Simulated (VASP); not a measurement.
Hf: single point with LDA

Crystal: Hf.

```
CELL_PARAMETERS angstrom
0.00000 2.18365 2.28894
2.06724 0.00000 2.28894
2.06724 2.18365 0.00000
ATOMIC_POSITIONS crystal
Hf 0.00000 0.00000 0.00000
```

This cell differs from its parent crystal: strain +e along x and -e along y -0.0267, strain +e along z and -e/2 along x and y +0.0500.

* Program: VASP 6.6.1
* Task: single point
* Functional: LDA
* Potentials or basis: VASP PAW LDA potentials, release 64 (Hf_pv)
* Cutoff: 520 eV
* k mesh: 18 × 18 × 18
* Occupations: gaussian, width 0.15 eV
* Spin: no spin polarisation

| Property | Result |
| --- | --- |
| Pressure | 0.3 GPa |
| Band gap on the k mesh | zero (bands 5 and 6 overlap by 1.94 eV) |

Stress tensor (GPa, compression positive):
```
 2.59  0.00  0.00
 0.00  0.37  0.00
 0.00  0.00 -2.11
```

Levels at points of the mesh, in eV from the Fermi level:
```tsv
k point	band 3	band 4	band 5	band 6	band 7	band 8
(0.00, 0.00, 0.00)	-29.55	-7.39	0.80	1.44	2.05	3.54
(0.50, 0.00, 0.00)	-29.63	-3.84	0.53	1.06	1.77	6.41
(0.50, 0.50, 0.00)	-29.81	-3.68	-2.29	2.33	6.80	7.15
(0.50, 0.00, 0.50)	-29.84	-3.59	-2.33	3.10	6.46	6.74
(0.00, 0.50, 0.50)	-29.98	-3.49	-2.57	4.06	6.68	7.09
```

It took 2.2 min on 1 thread of Intel Xeon 8259CL, with other jobs on the host, peak memory 0.26 GiB.

Caveat: the cell differs from its parent crystal (strain +e along x and -e along y -0.0267, strain +e along z and -e/2 along x and y +0.0500); spin-orbit coupling is left out, which moves the levels of the heavy elements.
